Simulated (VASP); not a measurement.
Set up this calculation in VASP 6.6.1, as the native input.

- Task: single point
- Functional: PBE
- Potentials or basis: VASP PAW PBE potentials, release 64 (Be, Zn, S, O)
- Cutoff: 520 eV
- k mesh: 6 × 6 × 4
- Occupations: gaussian, width 0.1 eV
- Spin: no spin polarisation
- Dipole correction: no
- Further INCAR settings: ALGO = Normal; EDIFF = 1e-06; NBANDS = 31

The structure of BeZn2S2O lies in POSCAR:

```
BeZn2S2O
1.0
    4.4646264509      0.0000000000      0.0000000000
   -2.2323132254      3.8664799249      0.0000000000
    0.0000000000      0.0000000000      4.6687990230
Be Zn S O
1 2 2 1
Direct
    0.0000000000      0.0000000000      0.5000000000
    0.3333333333      0.6666666667      0.0000000000
    0.6666666667      0.3333333333      0.0000000000
    0.3333333333      0.6666666667      0.5000000000
    0.6666666667      0.3333333333      0.5000000000
    0.0000000000      0.0000000000      0.0000000000
```

The cell was built from a structure type or drawn by symmetry, and may not be a known phase.

These files were run (other wordings do the same):

INCAR

```
SYSTEM = BeZn2S2O
PREC = Accurate
ENCUT = 520
EDIFF = 1E-6
ISMEAR = 0
SIGMA = 0.1
LREAL = .False.
LASPH = .True.
NELM = 100
ALGO = Normal
ISIF = 2
LWAVE = .False.
LCHARG = .False.
GGA = PE
NBANDS = 31
```

KPOINTS

```
Automatic mesh
0
Gamma
  6 6 4
  0 0 0
```

Potentials or basis: VASP PAW PBE potentials, release 64 (Be, Zn, S, O).

Launch:

```console
$ cat potpaw_PBE.64/Be/POTCAR potpaw_PBE.64/Zn/POTCAR potpaw_PBE.64/S/POTCAR potpaw_PBE.64/O/POTCAR > POTCAR
$ mpirun -np 1 vasp_std > vasp.out
```

Results of the run:

```json
{
  "Pressure": "0.3 GPa",
  "Band gap on the k mesh": "zero (bands 22 and 23 overlap by 2.86 eV)"
}
```

Run time: 28 s on 1 thread of Intel(R) Xeon(R) Platinum 8488C (Sapphire Rapids) (shared host), peak memory 0.22 GiB.
